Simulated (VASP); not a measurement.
# SnSe (Cmcm) in VASP: relaxation of shape and atoms at fixed volume with PBE+D3(BJ)

Aim: the relaxation of shape and atoms at fixed volume of SnSe with PBE+D3(BJ).

All numbers are computed with VASP 6.6.1; they aren't measurements. Logs are shortened: lines on timing, memory, paths and dates and some standing lists are left out, and cuts for length are marked.

**1. The cell of the first run**

It takes space group Cmcm (No. 63, orthorhombic). Conventional cell: a = 4.087 Å, b = 10.995 Å, c = 4.051 Å, α = 90.00°, β = 90.00°, γ = 90.00°. Sn (site symmetry m2m) has 7 Se at 2.68 to 3.48 Å and 2 Sn at 3.28 Å within 3.5 Å. Within 3.5 Å of Se (site symmetry m2m) lie 7 Sn at 2.68 to 3.48 Å.

**2. Relaxation of shape and atoms at fixed volume, PBE+D3(BJ) (22.76 Å³/atom)**

The input, INCAR:

```
SYSTEM = SnSe
PREC     = Accurate       ! precision mode
ENCUT    = 600            ! plane-wave cutoff, eV
EDIFF    = 1E-6           ! SCF threshold, eV
ISMEAR   = 0              ! smearing method
SIGMA    = 0.01           ! smearing width, eV
LREAL    = .False.        ! projectors in reciprocal space
LASPH    = .True.         ! aspherical terms in the spheres
NELM     = 60             ! most SCF steps
ALGO     = Normal         ! electronic algorithm
ISIF     = 4              ! what is computed and relaxed
LWAVE    = .False.        ! write WAVECAR
LCHARG   = .False.        ! write CHGCAR
GGA      = PE             ! functional
IVDW     = 12             ! dispersion correction
IBRION   = 2              ! ionic algorithm
NSW      = 50             ! ionic steps
EDIFFG   = -0.01          ! ionic threshold
```

The input, KPOINTS:

```
Automatic mesh
0
Gamma
  10 10 8
  0 0 0
```

The input, POSCAR:

```
SnSe
1.0
    2.0434664552     -5.4976932790      0.0000000000
    2.0434664552      5.4976932790      0.0000000000
    0.0000000000      0.0000000000      4.0514854693
Sn Se
2 2
Direct
    0.8826057287      0.1173942713      0.2500000000
    0.1173942713      0.8826057287      0.7500000000
    0.6391583386      0.3608416614      0.2500000000
    0.3608416614      0.6391583386      0.7500000000
```

Potentials or basis: VASP PAW PBE potentials, release 64 (Sn_d, Se).

On the command line:

```console
$ cat potpaw_PBE.64/Sn_d/POTCAR potpaw_PBE.64/Se/POTCAR > POTCAR
$ mpirun -np 1 vasp_std > vasp.out
```

OUTCAR:

```text
SYSTEM = SnSe
   PREC = Accurate
   ENCUT = 600
   EDIFF = 1E-6
   ISMEAR = 0
   LREAL = .False.
   LASPH = .True.
   NELM = 60
   ISIF = 4
   GGA = PE
   IVDW = 12
   IBRION = 2
   NSW = 50
   EDIFFG = -0.01
 IVDW          = 12

 ion  position               nearest neighbor table
   1  0.883  0.117  0.250-   3 2.68   4 2.89   4 2.89   4 2.89   4 2.89   2 3.28   2 3.28
   2  0.117  0.883  0.750-   4 2.68   3 2.89   3 2.89   3 2.89   3 2.89   1 3.28   1 3.28
   3  0.639  0.361  0.250-   1 2.68   2 2.89   2 2.89   2 2.89   2 2.89
   4  0.361  0.639  0.750-   2 2.68   1 2.89   1 2.89   1 2.89   1 2.89

  LATTYP: Found a base centered orthorhombic cell.
 ALAT       =     4.0869329104
 B/A-ratio  =     2.6903760837
 C/A-ratio  =     0.9913266398

  Lattice vectors:

 A1 = (   2.0434664552,  -5.4976932790,   0.0000000000)
 A2 = (   2.0434664552,   5.4976932790,   0.0000000000)
 A3 = (   0.0000000000,   0.0000000000,   4.0514854693)

Analysis of symmetry for initial positions (statically):
=====================================================================
 Subroutine PRICEL returns:
 Original cell was already a primitive cell.

 Routine SETGRP: Setting up the symmetry group for a
 base centered orthorhombic supercell.

 Subroutine GETGRP returns: Found  8 space group operations
 (whereof  4 operations were pure point group operations)
 out of a pool of  8 trial point group operations.

The static configuration has the point symmetry C_2h.
 The point group associated with its full space group is D_2h.

Analysis of symmetry for dynamics (positions and initial velocities):
=====================================================================
 Subroutine PRICEL returns:
 Original cell was already a primitive cell.

 Routine SETGRP: Setting up the symmetry group for a
 base centered orthorhombic supercell.

 Subroutine GETGRP returns: Found  8 space group operations
 (whereof  4 operations were pure point group operations)
 out of a pool of  8 trial point group operations.

The dynamic configuration has the point symmetry C_2h.
 The point group associated with its full space group is D_2h.

 Subroutine INISYM returns: Found  8 space group operations
 (whereof  4 operations are pure point group operations),
 and found     1 'primitive' translations

----------------------------------------------------------------------------------------

                                     Primitive cell

  volume of cell :      91.0316

  direct lattice vectors                    reciprocal lattice vectors
     2.043466455 -5.497693279  0.000000000     0.244682265 -0.090947235  0.000000000
     2.043466455  5.497693279  0.000000000     0.244682265  0.090947235  0.000000000
     0.000000000  0.000000000  4.051485469     0.000000000  0.000000000  0.246823050

  length of vectors
     5.865184272  5.865184272  4.051485469     0.261037948  0.261037948  0.246823050

  position of ions in fractional coordinates (direct lattice)
     0.882605729  0.117394271  0.250000000
     0.117394271  0.882605729  0.750000000
     0.639158339  0.360841661  0.250000000
     0.360841661  0.639158339  0.750000000

  ion indices of the primitive-cell ions
   primitive index   ion index
                 1           1
                 2           2
                 3           3
                 4           4

----------------------------------------------------------------------------------------

 KPOINTS: Automatic mesh

Automatic generation of k-mesh.
 Grid dimensions read from file:
 generate k-points for:   10   10    8

 Generating k-lattice:

  Cartesian coordinates                     Fractional coordinates (reciprocal lattice)
     0.024468226 -0.009094723  0.000000000     0.100000000 -0.000000000  0.000000000
     0.024468226  0.009094723  0.000000000    -0.000000000  0.100000000  0.000000000
     0.000000000  0.000000000  0.030852881     0.000000000  0.000000000  0.125000000

  Length of vectors
     0.026103795  0.026103795  0.030852881

  Shift w.r.t. Gamma in fractional coordinates (k-lattice)
     0.000000000  0.000000000  0.000000000

 Subroutine IBZKPT returns following result:
 ===========================================

 Found    155 irreducible k-points:

 Following reciprocal coordinates:
            Coordinates               Weight
  0.000000  0.000000  0.000000      1.000000
  0.100000  0.000000  0.000000      4.000000
  0.200000  0.000000  0.000000      4.000000
  0.300000 -0.000000  0.000000      4.000000
  0.400000  0.000000  0.000000      4.000000
  0.500000  0.000000  0.000000      2.000000
[... 16 lines left out ...]
  0.300000  0.300000  0.000000      2.000000
  0.400000  0.300000  0.000000      4.000000
 [... further k-points ...]
   k-points           NKPTS =    155   k-points in BZ     NKDIM =    155   number of bands    NBANDS=     24
   number of dos      NEDOS =    301   number of ions     NIONS =      4
   total plane-waves  NPLWV =  73728
   dimension x,y,z NGX =    48 NGY =   48 NGZ =   32
   dimension x,y,z NGXF=    96 NGYF=   96 NGZF=   64
   ions per type =               2   2
   NGX,Y,Z   is equivalent  to a cutoff of  13.61, 13.61, 13.13 a.u.
   NGXF,Y,Z  is equivalent  to a cutoff of  27.21, 27.21, 26.26 a.u.
 SYSTEM =  SnSe
   PREC   = accura    normal or accurate (medium, high low for compatibility)
   ISTART =      0    job   : 0-new  1-cont  2-samecut
   ICHARG =      2    charge: 1-file 2-atom 10-const
   ISPIN  =      1    spin polarized calculation?
   LNONCOLLINEAR =      F non collinear calculations
   LSORBIT =      F    spin-orbit coupling
   LASPH  =      T    aspherical Exc in radial PAW
   ENCUT  =  600.0 eV  44.10 Ry    6.64 a.u.  11.71 11.71  8.09*2*pi/ulx,y,z
   NELM   =     60;   NELMIN=  2; NELMDL= -5     # of ELM steps
   EDIFF  = 0.1E-05   stopping-criterion for ELM
   LREAL  =      F    real-space projection
   EDIFFG = -.1E-01   stopping-criterion for IOM
   NSW    =     50    number of steps for IOM
   IBRION =      2    ionic relax: 0-MD 1-quasi-New 2-CG
   NFREE  =      1    steps in history (QN), initial steepest desc. (CG)
   ISIF   =      4    stress and relaxation
   ISYM   =      2    0-nonsym 1-usesym 2-fastsym
   POTIM  = 0.5000    time-step for ionic-motion
   TEBEG  =    0.0;   TEEND  =   0.0 temperature during run
   PSTRESS=    0.0 pullay stress
   NELECT =      40.0000    total number of electrons
   NUPDOWN=      -1.0000    fix difference up-down
   EMIN   =  10.00;   EMAX   =-10.00  energy-range for DOS
   EFERMI =   0.00;   METHOD = LEGACY
   ISMEAR =     0;   SIGMA  =   0.01  broadening in eV -4-tet -1-fermi 0-gaus
   EFERMI_NEDOS =   21; number of points for ismear=-14 and -15
   IALGO  =     38    algorithm
   IMIX   =      4    mixing-type and parameters
     AMIX     =   0.40;   BMIX     =  1.00
     AMIX_MAG =   1.60;   BMIX_MAG =  1.00
  volume/ion in A,a.u.               =      22.76       153.58
  Fermi-wavevector in a.u.,A,eV,Ry     =   1.244603  2.351958 21.075912  1.549036
  Thomas-Fermi vector in A             =   2.378862
   LORBIT       =      0    0 simple, 1 ext, 2 COOP (PROOUT), +10 PAW based schemes
   GGA     = PE    functional components
   LHFCALC =     F    Hartree Fock is set to
   AEXX    =    0.0000 exact exchange contribution
   IVDW    =    12    specifies the selected vdW correction
   LEPSILON=     F    determine dielectric tensor
   LRPA    =     F    only Hartree local field effects (RPA)
 conjugate gradient relaxation of ions
 non-spin polarized calculation
 Gauss-broadening in eV      SIGMA  =   0.01
  energy-cutoff  :      600.00
  volume of cell :       91.03
 maximum number of plane-waves:      3064
   NGX = 23   NGY = 23   NGZ = 17

--------------------------------------- Ionic step        1  -------------------------------------------

 number of electron      40.0000008 magnetization

 Free energy of the ion-electron system (eV)
  ---------------------------------------------------
  ext. energy  EPLUGINS =         0.00000000
  ---------------------------------------------------
  free energy    TOTEN  =       -15.88224885 eV

  energy without entropy =      -15.88223222  energy(sigma->0) =      -15.88224053

------------------------ aborting loop because EDIFF is reached ----------------------------------------

 Edisp (eV)   -1.69950

 E8    (eV) :    -0.7639

  FORCE on cell =-STRESS in cart. coord.  units (eV):
  Direction    XX          YY          ZZ          XY          YZ          ZX
  --------------------------------------------------------------------------------------
  -------------------------------------------------------------------------------------
  Total       4.52506     4.60006     4.41609     0.00000     0.00000     0.00000
  in kB      79.64217    80.96218    77.72417     0.00000     0.00000     0.00000
  external pressure =       79.44 kB  Pullay stress =        0.00 kB
[... 107 lines left out ...]
  energy  without entropy=      -17.5847394506  energy(sigma->0) =      -17.58474710

--------------------------------------- Ionic step        4  -------------------------------------------

 number of electron      40.0000009 magnetization

 Free energy of the ion-electron system (eV)
  ---------------------------------------------------
  ext. energy  EPLUGINS =         0.00000000
  ---------------------------------------------------
  free energy    TOTEN  =       -15.88606184 eV

  energy without entropy =      -15.88603742  energy(sigma->0) =      -15.88604963

 E-fermi :   7.6582     XC(G=0): -10.5009

 val. band max:        7.4746460828   @ k =   0.3000   0.1000   0.0000
 cond. band min:       7.6618941019   @ k =   0.4000   0.4000   0.0000
 fundamental gap:      0.1872480191
 Fermi energy:         7.6582180547

 k-point     1 :       0.0000    0.0000    0.0000
  band No.  band energies     occupation
      1     -14.1713      2.00000
      2     -14.1633      2.00000
      3     -14.1556      2.00000
      4     -14.1327      2.00000
      5     -14.1172      2.00000
      6     -14.1139      2.00000
[... 637 lines left out ...]
     23       9.2544      0.00000
     24      11.1036      0.00000

 [... further k-points ...]

------------------------ aborting loop because EDIFF is reached ----------------------------------------

 Edisp (eV)   -1.69932

 E8    (eV) :    -0.7637

  FORCE on cell =-STRESS in cart. coord.  units (eV):
  Direction    XX          YY          ZZ          XY          YZ          ZX
  --------------------------------------------------------------------------------------
  -------------------------------------------------------------------------------------
  Total       4.33166     4.29726     4.32969     0.00000    -0.00000     0.00000
  in kB      76.23822    75.63269    76.20357     0.00000    -0.00000     0.00000
  external pressure =       76.02 kB  Pullay stress =        0.00 kB
[... 19 lines left out ...]
  FREE ENERGIE OF THE ION-ELECTRON SYSTEM (eV)
  ---------------------------------------------------
  free  energy   TOTEN  =       -17.5853785906 eV

  energy  without entropy=      -17.5853541681  energy(sigma->0) =      -17.58536638

 reached required accuracy - stopping structural energy minimisation
```

It took 6.6 min on 1 thread of Intel Xeon 6975P-C (Granite Rapids), shared host; peak memory 0.55 GiB.

What came out:

- Free energy: -17.5854 eV
- Energy gained by relaxing: 0.9 meV/atom
- Ionic steps: 4
- Pressure after relaxing: 7.6 GPa
- Largest force after relaxing: 0.004 eV/Å
- Band gap on the k mesh: zero (bands 20 and 21 overlap by 0.20 eV)
- Dispersion energy per atom: -0.425 eV

Forces in eV/Å, atoms in the order of the input:
```
Sn   0.000 -0.002  0.000
Sn   0.000  0.002  0.000
Se   0.000 -0.004  0.000
Se   0.000  0.004  0.000
```

Step by step:
```tsv
step	energy change (eV)	largest force (eV/Å)	pressure (GPa)	volume (Å³)
1	0.0000	0.1696	7.94	91.03
2	-0.0028	0.0606	7.73	91.03
3	-0.0030	0.0244	7.66	91.03
4	-0.0036	0.0036	7.60	91.03
```

Final structure:
```yaml
crystal:
  lattice:
    - [2.04768, -5.49007, 0.00000]
    - [2.04768, 5.49007, 0.00000]
    - [0.00000, 0.00000, 4.04875]
  atoms:
    - { symbol: Sn, position: [0.88391, 0.11609, 0.25000] }
    - { symbol: Sn, position: [0.11609, 0.88391, 0.75000] }
    - { symbol: Se, position: [0.63829, 0.36171, 0.25000] }
    - { symbol: Se, position: [0.36171, 0.63829, 0.75000] }
```

Levels at points of the mesh, in eV from the Fermi level:
```csv
k point,band 17,band 18,band 19,band 20,band 21,band 22,band 23,band 24
"(0.00, 0.00, 0.00)",-3.81,-3.42,-2.21,-1.03,2.95,3.41,4.20,4.36
"(0.50, 0.00, 0.00)",-2.58,-2.08,-0.68,-0.30,0.51,0.70,1.31,2.29
"(0.50, 0.50, 0.00)",-3.27,-2.38,-1.82,-1.20,-0.19,3.20,3.33,3.43
"(0.00, 0.00, 0.50)",-2.36,-2.36,-0.42,-0.42,0.35,0.35,0.96,0.96
"(0.50, 0.00, 0.50)",-5.13,-5.13,-2.10,-2.10,1.92,1.92,5.38,5.38
"(0.50, 0.50, 0.50)",-2.01,-2.01,-1.47,-1.47,1.62,1.62,1.87,1.87
```

Caveat: semilocal functionals underestimate gaps, and a narrow one can read as zero; spin-orbit coupling is left out, which moves the levels of the heavy elements.

The gap in the log of VASP goes by the Fermi energy; the results here count the filled bands.